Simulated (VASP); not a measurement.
Ca:

```
Ca
1.0
     3.98000    0.00000    0.00000
    -1.99000    3.44678    0.00000
     0.00000    0.00000    6.52000
Ca
2
Direct
  0.33333 0.66667 0.25000
  0.66667 0.33333 0.75000
```

This isn't the form of Ca at room conditions, which is fcc.

Base run:

| Property | Result |
| --- | --- |
| Program | VASP 6.6.1 |
| Functional | PBEsol |
| Potentials or basis | VASP PAW PBE potentials, release 64 (Ca_sv) |
| Cutoff | 520 eV |
| k mesh | 11 × 11 × 6 |
| Occupations | fermi-dirac, width 0.08 eV |
| Spin | no spin polarisation |

Its results: band gap on the k mesh zero (bands 10 and 11 overlap by 0.44 eV); pressure -1.4 GPa.

**Question.** The run is repeated on the same cell with these changes: functional from PBEsol to RPBE. What comes out?

**Answer.** Band gap on the k mesh zero (bands 10 and 11 overlap by 0.48 eV); pressure 0.0 GPa.

RPBE binds less tightly than PBEsol, so the same cell stands under more pressure.

Caveats: the PAW data sets were made with another functional, which shifts forces and pressure a little.
